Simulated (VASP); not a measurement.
# MgO (P4mm) in VASP: further runs

The runs below take MgO through single point, relaxation of cell and atoms, with PBE.

Everything below comes from runs of VASP 6.6.1. Logs are shortened: lines on timing, memory, paths and dates and some standing lists are left out, and cuts for length are marked.

## 1. The cell of the first run

It takes space group P4mm (No. 99, tetragonal). The conventional cell has a = 2.298 Å, b = 2.298 Å, c = 3.968 Å, α = 90.00°, β = 90.00°, γ = 90.00°. Within 2.4 Å of Mg (site symmetry 4mm) lie 2 O at 1.80 to 2.16 Å and 4 Mg at 2.30 Å. O (site symmetry 4mm) has 2 Mg at 1.80 to 2.16 Å and 4 O at 2.30 Å within 2.4 Å.

## 2. Single point, PBE, collinear spin, ferromagnetic start

File INCAR:

```
SYSTEM = MgO
ALGO = Normal ; EDIFF = 1E-6
ENCUT = 520 ; GGA = PE
ISIF = 2 ; ISMEAR = 0
ISPIN = 2 ; LASPH = .True.
LCHARG = .True. ; LELF = .True.
LORBIT = 11 ; LREAL = .False.
LVHAR = .True. ; LWAVE = .False.
MAGMOM = 0 1 ; NBANDS = 15
NELM = 150 ; PREC = Accurate
SIGMA = 0.1
```

File KPOINTS:

```
k-points
0
Gamma
  8 8 4
  0 0 0
```

File POSCAR:

```
MgO
1.0
    2.2980932300      0.0000000000      0.0000000000
    0.0000000000      2.2980932300      0.0000000000
    0.0000000000      0.0000000000      3.9678927000
Mg O
1 1
Direct
    0.5000000000      0.5000000000      0.2480668500
    0.5000000000      0.5000000000      0.7936155100
```

Potentials or basis: VASP PAW PBE potentials, release 64 (Mg, O).

Command:

```sh
cat potpaw_PBE.64/Mg/POTCAR potpaw_PBE.64/O/POTCAR > POTCAR
mpirun -np 1 vasp_std > vasp.out
```

OUTCAR:

```text
SYSTEM = MgO
   EDIFF = 1E-6
   ENCUT = 520
   GGA = PE
   ISIF = 2
   ISMEAR = 0
   ISPIN = 2
   LASPH = .True.
   LORBIT = 11
   LREAL = .False.
   NELM = 150
   PREC = Accurate

 ion  position               nearest neighbor table
   1  0.500  0.500  0.248-   2 1.80   2 2.16
   2  0.500  0.500  0.794-   1 1.80   1 2.16

  LATTYP: Found a simple tetragonal cell.
 ALAT       =     2.2980932300
 C/A-ratio  =     1.7266021449

  Lattice vectors:

 A1 = (   2.2980932300,   0.0000000000,   0.0000000000)
 A2 = (   0.0000000000,   2.2980932300,   0.0000000000)
 A3 = (   0.0000000000,   0.0000000000,   3.9678927000)

Analysis of symmetry for initial positions (statically):
=====================================================================
 Subroutine PRICEL returns:
 Original cell was already a primitive cell.

 Routine SETGRP: Setting up the symmetry group for a
 simple tetragonal supercell.

 Subroutine GETGRP returns: Found  8 space group operations
 (whereof  8 operations were pure point group operations)
 out of a pool of 16 trial point group operations.

The static configuration has the point symmetry C_4v.

Analysis of symmetry for dynamics (positions and initial velocities):
=====================================================================
 Subroutine PRICEL returns:
 Original cell was already a primitive cell.

 Routine SETGRP: Setting up the symmetry group for a
 simple tetragonal supercell.

 Subroutine GETGRP returns: Found  8 space group operations
 (whereof  8 operations were pure point group operations)
 out of a pool of 16 trial point group operations.

The dynamic configuration has the point symmetry C_4v.

Analysis of structural, dynamic, and magnetic symmetry:
=====================================================================
 Subroutine PRICEL returns:
 Original cell was already a primitive cell.

 Routine SETGRP: Setting up the symmetry group for a
 simple tetragonal supercell.

 Subroutine GETGRP returns: Found  8 space group operations
 (whereof  8 operations were pure point group operations)
 out of a pool of 16 trial point group operations.

The overall configuration has the point symmetry C_4v.

 Subroutine INISYM returns: Found  8 space group operations
 (whereof  8 operations are pure point group operations),
 and found     1 'primitive' translations

----------------------------------------------------------------------------------------

                                     Primitive cell

  volume of cell :      20.9554

  direct lattice vectors                    reciprocal lattice vectors
[... 134 lines left out ...]
  free energy    TOTEN  =        -4.91299347 eV

  energy without entropy =       -4.90621759  energy(sigma->0) =       -4.90960553

 E-fermi :   4.5624     XC(G=0): -10.7391

 val. band max:        4.5470310886   @ k =   0.2500   0.1250   0.2500
 cond. band min:       4.5769101320   @ k =   0.2500   0.1250   0.5000
 fundamental gap:      0.0298790434
 Fermi energy:         4.5623725121

 spin component 1

 k-point     1 :       0.0000    0.0000    0.0000
  band No.  band energies     occupation
      1     -14.4932      1.00000
      2      -0.8846      1.00000
      3      -0.2016      1.00000
      4       5.1250      0.00000
      5       5.1250      0.00000
      6      13.6475      0.00000
      7      17.9381      0.00000
      8      19.0169      0.00000
      9      25.5805      0.00000
     10      26.1007      0.00000
     11      26.1007      0.00000
     12      29.2449      0.00000
     13      29.2449      0.00000
     14      29.7719      0.00000
[... 403 lines left out ...]
      4       4.8825      0.00000
      5       5.0158      0.00000
      6       9.5210      0.00000
      7      13.5564      0.00000
      8      18.5697      0.00000
      9      22.0894      0.00000
     10      23.7220      0.00000
     11      27.9966      0.00000
     12      29.6029      0.00000
     13      30.4013      0.00000
     14      32.0702      0.00000
     15      34.4190      0.00000

 [... further k-points ...]

 spin component 2

 k-point     1 :       0.0000    0.0000    0.0000
  band No.  band energies     occupation
      1     -14.7595      1.00000
      2      -0.8688      1.00000
      3       0.3273      1.00000
      4       4.6336      0.15688
      5       4.6336      0.15688
      6      13.9043      0.00000
      7      18.3342      0.00000
      8      19.0310      0.00000
      9      25.7334      0.00000
     10      26.4817      0.00000
     11      26.4817      0.00000
     12      29.3224      0.00000
     13      29.3224      0.00000
     14      29.7451      0.00000
[... 403 lines left out ...]
      4       4.4114      0.98362
      5       5.5560      0.00000
      6       9.8663      0.00000
      7      13.7741      0.00000
      8      18.6788      0.00000
      9      22.5150      0.00000
     10      23.8236      0.00000
     11      28.0581      0.00000
     12      29.5912      0.00000
     13      30.5352      0.00000
     14      32.0709      0.00000
     15      34.6519      0.00000

 [... further k-points ...]
[... 5 lines left out ...]
  --------------------------------------------------------------------------------------
  -------------------------------------------------------------------------------------
  Total        8.8562685      8.8562685     -0.0720415      0.0000000      0.0000000      0.0000000
  in kB      677.1207924    677.1207924     -5.5080519      0.0000000      0.0000000      0.0000000
  external PRESSURE =     449.5778443 kB  Pullay stress =       0.0000000 kB

 VOLUME and BASIS-vectors are now :
 -----------------------------------------------------------------------------
  energy-cutoff  :      520.00
  volume of cell :       20.96
      direct lattice vectors                 reciprocal lattice vectors
     2.298093230  0.000000000  0.000000000     0.435143356  0.000000000  0.000000000
     0.000000000  2.298093230  0.000000000     0.000000000  0.435143356  0.000000000
     0.000000000  0.000000000  3.967892700     0.000000000  0.000000000  0.252022944

 POSITION                                       TOTAL-FORCE (eV/Angst)
 -----------------------------------------------------------------------------------
      1.14905      1.14905      0.98430         0.000000     -0.000000      2.428904
      1.14905      1.14905      3.14898         0.000000      0.000000     -2.428904
 -----------------------------------------------------------------------------------
    total drift:                               -0.000000     -0.000000     -0.001463

  FREE ENERGIE OF THE ION-ELECTRON SYSTEM (eV)
  ---------------------------------------------------
  free  energy   TOTEN  =        -4.9129934747 eV

  energy  without entropy=       -4.9062175905  energy(sigma->0) =       -4.90960553

 total charge

# of ion       s       p       d       tot
------------------------------------------
    1        0.292   0.226   0.076   0.594
    2        1.614   3.265   0.000   4.879
--------------------------------------------------
tot          1.906   3.490   0.076   5.472

 magnetization (x)

# of ion       s       p       d       tot
------------------------------------------
    1        0.015   0.036   0.008   0.060
    2       -0.003  -0.162   0.000  -0.164
--------------------------------------------------
tot          0.013  -0.125   0.008  -0.104
```

OSZICAR:

```text
N       E                     dE             d eps       ncg     rms          rms(c)
DAV:   1     0.254885363077E+02    0.25489E+02   -0.35635E+03  2708   0.434E+02
DAV:   2    -0.582462352447E+01   -0.31313E+02   -0.30192E+02  3673   0.117E+02
DAV:   3    -0.665950856198E+01   -0.83489E+00   -0.83374E+00  3218   0.165E+01
[... 13 lines left out ...]
DAV: 125    -0.491300968067E+01   -0.80392E-05   -0.31943E-07  1741   0.284E-03    0.355E-02
DAV: 126    -0.491300171262E+01    0.79681E-05   -0.53818E-07  1513   0.189E-03    0.358E-02
DAV: 127    -0.491300729803E+01   -0.55854E-05   -0.12093E-07  1357   0.169E-03    0.355E-02
DAV: 128    -0.491299443821E+01    0.12860E-04   -0.63874E-07  2231   0.326E-03    0.362E-02
DAV: 129    -0.491299347469E+01    0.96353E-06   -0.28010E-08  1364   0.984E-04
   1 F= -.49129935E+01 E0= -.49096055E+01  d E =-.677588E-02  mag=    -0.0029
```

Wall time 2.3 min (1 thread of AMD EPYC 9R45 (Zen 5), shared host); peak memory 0.12 GiB.

What came out:

```yaml
Free_energy: -4.9130 eV
Pressure: 45.0 GPa
Largest_force: 2.429 eV/Å
Band_gap_on_the_k_mesh: zero (filled and empty bands overlap)
Net_moment: 0.00 μB per cell
Site_moments: Mg +0.06; O -0.16 μB
Valence_electrons_inside_the_program's_atomic_spheres: Mg 0.59; O 4.88
```

Forces on the atoms (eV/Å):
```
Mg   0.000  0.000  2.429
O    0.000  0.000 -2.429
```

Stress tensor (GPa, compression positive):
```
67.71  0.00  0.00
 0.00 67.71  0.00
 0.00  0.00 -0.55
```

Caveat: the k points lie up to 0.40 Å⁻¹ apart; forces of over 1 eV/Å act on the atoms, so gaps and moduli don't describe the material at rest.

## 3. Relaxation of cell and atoms, PBE, collinear spin, ferromagnetic start

File INCAR:

```
PREC = Accurate
ENCUT = 600
EDIFF = 1E-6
ISMEAR = 0
SIGMA = 0.1
LREAL = F
LASPH = T
NELM = 150
ALGO = Normal
ISIF = 3
LWAVE = F
LCHARG = F
ISPIN = 2
MAGMOM = 0 1
LORBIT = 11
GGA = PE
IBRION = 2
NSW = 90
EDIFFG = -0.04
```

File KPOINTS:

```
Automatic mesh
0
Gamma
  8 8 4
```

POSCAR is that of step 2.

Potentials or basis: VASP PAW PBE potentials, release 64 (Mg, O).

Command:

```sh
cat potpaw_PBE.64/Mg/POTCAR potpaw_PBE.64/O/POTCAR > POTCAR
mpirun -np 1 vasp_std > vasp.out
```

Run time: 1.8 min. Hardware: 1 thread of AMD EPYC 9R45 (Zen 5), shared host; peak memory 0.13 GiB.

Results (log left out):

```
Free energy                                           : -8.4232 eV
Relaxed volume                                        : 17.79 Å³/atom
Relaxed cell                                          : a = 3.156 Å, b = 3.156 Å, c = 3.572 Å, α = 90.00°, β = 90.00°, γ = 90.00°
Space group after relaxing (to 0.05 Å)                : P4/mmm (No. 123)
Energy gained by relaxing                             : 1755.1 meV/atom
Ionic steps                                           : 16
Pressure after relaxing                               : 0.0 GPa
Largest force after relaxing                          : 0.004 eV/Å
Band gap on the k mesh                                : zero (filled and empty bands overlap)
Net moment                                            : 0.00 μB per cell
Valence electrons inside the program's atomic spheres : Mg 0.48; O 5.08
```

Forces on the atoms (eV/Å):
```
Mg   0.000  0.000 -0.004
O    0.000  0.000  0.004
```

Stress tensor (GPa, compression positive):
```
-0.12  0.00  0.00
 0.00 -0.12  0.00
 0.00  0.00  0.28
```

The path:
| step | energy change (eV) | largest force (eV/Å) | pressure (GPa) | volume (Å³) |
| --- | --- | --- | --- | --- |
| 1 | 0.0000 | 2.4252 | 44.60 | 20.96 |
| 2 | -2.4989 | 0.6023 | -1.32 | 30.71 |
| 3 | -2.7541 | 2.2634 | -6.95 | 36.07 |
| 4 | -2.0247 | 2.6408 | 24.45 | 37.14 |
| 5 | -3.2735 | 4.1305 | -0.67 | 36.89 |
| 6 | 0.7899 | 28.9440 | 41.42 | 37.42 |
| 7 | -3.3182 | 3.7707 | -0.33 | 36.95 |
| 8 | -3.4147 | 2.4536 | -0.77 | 37.01 |
| 9 | -3.4653 | 0.3969 | -0.37 | 37.08 |
| 10 | -3.4655 | 0.5331 | -0.43 | 37.07 |
| 11 | -3.4575 | 0.1769 | -5.66 | 36.77 |
| 12 | -3.4969 | 0.1269 | -3.17 | 36.95 |
| 13 | -3.5086 | 0.3480 | 0.33 | 35.49 |
| 14 | -3.5091 | 0.2596 | -0.36 | 35.74 |
| 15 | -3.5085 | 0.3410 | 0.50 | 35.39 |
| 16 | -3.5102 | 0.0043 | 0.02 | 35.59 |

Final structure:
```
CELL_PARAMETERS angstrom
3.15631 0.00000 0.00000
0.00000 3.15631 0.00000
0.00000 0.00000 3.57221
ATOMIC_POSITIONS crystal
Mg 0.50000 0.50000 0.27086
O 0.50000 0.50000 0.77082
```

Levels at points of the mesh, in eV from the Fermi level:
Spin up:
| k point | band 2 | band 3 | band 4 | band 5 | band 6 | band 7 |
| --- | --- | --- | --- | --- | --- | --- |
| (0.00, 0.00, 0.00) | -2.45 | -0.54 | -0.33 | -0.33 | 9.79 | 12.06 |
| (0.50, 0.00, 0.00) | -2.77 | -2.17 | -0.10 | 3.63 | 4.35 | 11.23 |
| (0.50, 0.50, 0.00) | -1.96 | -1.96 | -1.94 | 4.97 | 6.97 | 6.97 |
| (0.00, 0.00, 0.50) | -4.48 | -0.30 | -0.30 | 2.33 | 6.40 | 11.20 |
| (0.50, 0.00, 0.50) | -3.50 | -2.02 | -0.10 | 2.31 | 5.70 | 10.53 |
| (0.50, 0.50, 0.50) | -2.93 | -1.56 | -1.56 | 5.11 | 5.11 | 6.63 |
Spin down:
```tsv
k point	band 1	band 2	band 3	band 4	band 5	band 6	band 7	band 8
(0.00, 0.00, 0.00)	-16.35	-2.45	-0.54	-0.33	-0.33	9.79	12.06	12.49
(0.50, 0.00, 0.00)	-16.10	-2.77	-2.17	-0.10	3.63	4.35	11.23	14.19
(0.50, 0.50, 0.00)	-15.89	-1.96	-1.96	-1.94	4.97	6.97	6.97	10.51
(0.00, 0.00, 0.50)	-16.04	-4.48	-0.30	-0.30	2.33	6.40	11.20	12.32
(0.50, 0.00, 0.50)	-15.82	-3.50	-2.02	-0.10	2.31	5.70	10.53	11.20
(0.50, 0.50, 0.50)	-15.64	-2.93	-1.56	-1.56	5.11	5.11	6.63	9.81
```

Caveat: the k points lie up to 0.44 Å⁻¹ apart in the final cell; the volume moved by over 15 % at a fixed basis, so the end points are rough.
